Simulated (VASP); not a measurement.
# Os (P6_3/mmc) in VASP: settings compared, part 2 of 2

VASP 6.6.1. Earlier steps stand in the parts before.

### 5 Relaxation of cell and atoms, PBE+D4

This run uses another cell than the first one, of 13.98 Å³/atom, 1.006 times its volume.

INCAR reads:

```
PREC = Accurate
ENCUT = 600
EDIFF = 1E-6
ISMEAR = -1
SIGMA = 0.05
LREAL = F
LASPH = T
NELM = 80
ALGO = Normal
ISIF = 3
LWAVE = F
LCHARG = F
GGA = PE
IVDW = 13
IBRION = 2
NSW = 80
EDIFFG = -0.02
```

KPOINTS reads:

```
Automatic mesh
0
Gamma
  11 11 6
```

POSCAR reads:

```
Os
1.0
    2.7341000000      0.0000000000      0.0000000000
   -1.3670500000      2.3678000565      0.0000000000
    0.0000000000      0.0000000000      4.3197000000
Os
2
Direct
    0.6666666667      0.3333333333      0.7500000000
    0.3333333333      0.6666666667      0.2500000000
```

Potentials or basis: VASP PAW PBE potentials, release 64 (Os).

Started as:

```console
$ cat potpaw_PBE.64/Os/POTCAR > POTCAR
$ mpirun -np 1 vasp_std > vasp.out
```

OUTCAR:

```text
PREC = Accurate
   ENCUT = 600
   EDIFF = 1E-6
   ISMEAR = -1
   LREAL = F
   LASPH = T
   NELM = 80
   ISIF = 3
   GGA = PE
   IVDW = 13
   IBRION = 2
   NSW = 80
   EDIFFG = -0.02

 ion  position               nearest neighbor table
   1  0.667  0.333  0.750-   2 2.68   2 2.68   2 2.68   2 2.68   2 2.68   2 2.68
   2  0.333  0.667  0.250-   1 2.68   1 2.68   1 2.68   1 2.68   1 2.68   1 2.68

  LATTYP: Found a hexagonal cell.
 ALAT       =     2.7341000000
 C/A-ratio  =     1.5799348963

  Lattice vectors:

 A1 = (   2.7341000000,   0.0000000000,   0.0000000000)
 A2 = (  -1.3670500000,   2.3678000565,   0.0000000000)
 A3 = (   0.0000000000,   0.0000000000,   4.3197000000)

Analysis of symmetry for initial positions (statically):
=====================================================================
 Subroutine PRICEL returns:
 Original cell was already a primitive cell.

 Routine SETGRP: Setting up the symmetry group for a
 hexagonal supercell.

 Subroutine GETGRP returns: Found 24 space group operations
 (whereof 12 operations were pure point group operations)
 out of a pool of 24 trial point group operations.

The static configuration has the point symmetry D_3d.
 The point group associated with its full space group is D_6h.

[... 155 lines left out ...]

 Free energy of the ion-electron system (eV)
  ---------------------------------------------------
  ext. energy  EPLUGINS =         0.00000000
  ---------------------------------------------------
  free energy    TOTEN  =       -22.47505275 eV

  energy without entropy =      -22.46187135  energy(sigma->0) =      -22.46846205

------------------------ aborting loop because EDIFF is reached ----------------------------------------

  DFT-D4 for vdW energy calculation

  Edisp (eV):   -1.40211
[... 71 lines left out ...]
--------------------------------------- Ionic step        3  -------------------------------------------

 number of electron      16.0000001 magnetization

 Free energy of the ion-electron system (eV)
  ---------------------------------------------------
  ext. energy  EPLUGINS =         0.00000000
  ---------------------------------------------------
  free energy    TOTEN  =       -22.48023957 eV

  energy without entropy =      -22.46697098  energy(sigma->0) =      -22.47360528

 E-fermi :   9.3764     XC(G=0): -14.0390

 val. band max:        9.3534813084   @ k =   0.3636  -0.0000   0.3333
 cond. band min:       9.4371536284   @ k =   0.3636   0.0909   0.3333
 fundamental gap:      0.0836723201
 Fermi energy:         9.3763876249

 k-point     1 :       0.0000    0.0000    0.0000
  band No.  band energies     occupation
      1      -1.4955      2.00000
      2       1.6579      2.00000
      3       6.3832      2.00000
      4       6.3832      2.00000
      5       6.6297      2.00000
      6       7.2204      2.00000
      7       7.2204      2.00000
      8       7.8671      2.00000
      9       7.8671      2.00000
     10       9.4405      0.43408
     11      11.1014      0.00000
     12      11.1014      0.00000
[... 331 lines left out ...]
 k-point    24 :       0.1818    0.0909    0.1667
  band No.  band energies     occupation
      1       0.8035      2.00000
      2       3.2599      2.00000
      3       4.6637      2.00000
      4       4.8869      2.00000
      5       6.1353      2.00000
      6       6.7503      2.00000
      7       7.3231      2.00000
      8       8.2716      2.00000
      9       8.8800      1.99990
     10       9.2559      1.83515
     11      11.5358      0.00000
     12      14.9383      0.00000

 [... further k-points ...]

------------------------ aborting loop because EDIFF is reached ----------------------------------------

  DFT-D4 for vdW energy calculation

  Edisp (eV):   -1.39744
[... 25 lines left out ...]
  FREE ENERGIE OF THE ION-ELECTRON SYSTEM (eV)
  ---------------------------------------------------
  free  energy   TOTEN  =       -23.8776786906 eV

  energy  without entropy=      -23.8644101050  energy(sigma->0) =      -23.87104440

 reached required accuracy - stopping structural energy minimisation
```

It took 46 s on 1 thread of Intel Xeon 6975P-C (Granite Rapids), shared host; peak memory 0.16 GiB.

What came out:

```yaml
Free_energy: -23.8777 eV
Relaxed_volume: 14.03 Å³/atom
Relaxed_cell: a = 2.737 Å, b = 2.737 Å, c = 4.325 Å, α = 90.00°, β = 90.00°, γ = 120.00°
Space_group_after_relaxing_to_0.05_Å: P6_3/mmc (No. 194)
Energy_gained_by_relaxing: 0.3 meV/atom
Ionic_steps: 3
Pressure_after_relaxing: 0.0 GPa
Band_gap_on_the_k_mesh: zero (band 8 reaches 11.51 eV, above the bottom of band 9 at 7.64 eV)
Dispersion_energy_per_atom: -0.699 eV
```

The path:
```
step  energy change (eV)  largest force (eV/Å)  pressure (GPa)  volume (Å³)
   1              0.0000                0.0000            1.57        27.96
   2              0.0093                0.0000           -6.70        28.52
   3             -0.0005                0.0000            0.00        28.07
```

Final structure:
```
Os
1.0
     2.73723    0.00000    0.00000
    -1.36862    2.37051    0.00000
     0.00000    0.00000    4.32550
Os
2
Cartesian
  1.3686 0.7902 3.2441
  0.0000 1.5803 1.0814
```

Caveat: spin-orbit coupling is left out, which moves the levels of the heavy elements; pairwise dispersion overbinds metals, which lowers pressure and volume. Zero-point motion and thermal expansion aren't in these numbers.

### 6 The runs side by side

```tsv
task	level	cell	cutoff (eV)	gap on the mesh (eV)	pressure (GPa)	relaxed volume (Å³/atom)
single point	revPBE+D3(BJ)	a = 2.728, b = 2.728, c = 4.314 Å, angles 90.0, 90.0, 120.0°, 2 atoms	520	none	-0.1	-
single point	PBE+D4	a = 2.737, b = 2.737, c = 4.326 Å, angles 90.0, 90.0, 120.0°, 2 atoms	520	none	0.0	-
relaxation of cell and atoms	revPBE+D3(BJ)	relaxed from a = 2.734, b = 2.734, c = 4.320 Å, angles 90.0, 90.0, 120.0°, 2 atoms	600	none	0.0	13.90
relaxation of cell and atoms	PBE+D4	relaxed from a = 2.734, b = 2.734, c = 4.320 Å, angles 90.0, 90.0, 120.0°, 2 atoms	600	none	0.0	14.03
```

Alike in all rows: potentials or basis VASP PAW PBE potentials, release 64 (Os); no spin polarisation; k mesh 11 × 11 × 6; smearing fermi-dirac 0.05 eV.

Caveats: spin-orbit coupling is left out, which moves the levels of the heavy elements; pairwise dispersion overbinds metals, which lowers pressure and volume; the PAW data sets were made with another functional, which shifts forces and pressure a little (some runs).

Total energies depend on the potentials used, so only differences within one code and one set of settings carry meaning.
